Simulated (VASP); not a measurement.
# SrTiO3: single point with r2SCAN

Crystal: SrTiO3.

```
CELL_PARAMETERS angstrom
4.07403 0.00000 0.00000
0.00000 4.07403 0.00000
0.00000 0.00000 3.86013
ATOMIC_POSITIONS crystal
Sr 0.00000 0.00000 0.00000
O 0.50000 0.50000 0.00000
O 0.00000 0.50000 0.50000
O 0.50000 0.00000 0.50000
Ti 0.50000 0.50000 0.50000
```

```yaml
Program: VASP 6.6.1
Task: single point
Functional: r2SCAN
Potentials_or_basis: VASP PAW PBE potentials, release 64 (Sr_sv, O, Ti_sv)
Cutoff: 660 eV
k_mesh: 8 × 8 × 8
Occupations: gaussian, width 0.02 eV
Spin: no spin polarisation
```

The pressure is -10.4 GPa and the band gap on the k mesh is 2.04 eV (least direct gap 2.46 eV).

Stress tensor (GPa, compression positive):
```
-13.94   0.00   0.00
  0.00 -13.94   0.00
  0.00   0.00  -3.25
```

Levels at points of the mesh, in eV from the valence-band top:
| k point | band 18 | band 19 | band 20 | band 21 | band 22 | band 23 |
| --- | --- | --- | --- | --- | --- | --- |
| (0.00, 0.00, 0.00) | -0.43 | -0.43 | -0.41 | 2.04 | 2.13 | 2.13 |
| (0.50, 0.00, 0.00) | -1.80 | -0.78 | -0.74 | 2.24 | 3.61 | 3.63 |
| (0.50, 0.50, 0.00) | -1.75 | -1.75 | -0.19 | 3.64 | 3.64 | 4.04 |
| (0.00, 0.00, 0.50) | -1.81 | -0.80 | -0.80 | 2.21 | 3.88 | 4.10 |
| (0.50, 0.00, 0.50) | -1.44 | -1.44 | -0.09 | 3.63 | 4.11 | 4.38 |
| (0.50, 0.50, 0.50) | -0.08 | 0.00 | 0.00 | 4.22 | 4.53 | 4.53 |

It took 11 min on 1 thread of Oxide Virtual Turin-like Processor, on a shared host, peak memory 0.31 GiB.

Caveat: the stress differs along the axes, from -14 to -3 GPa; the PAW data sets were made with another functional, which shifts forces and pressure a little. A k mesh can miss the band edges.
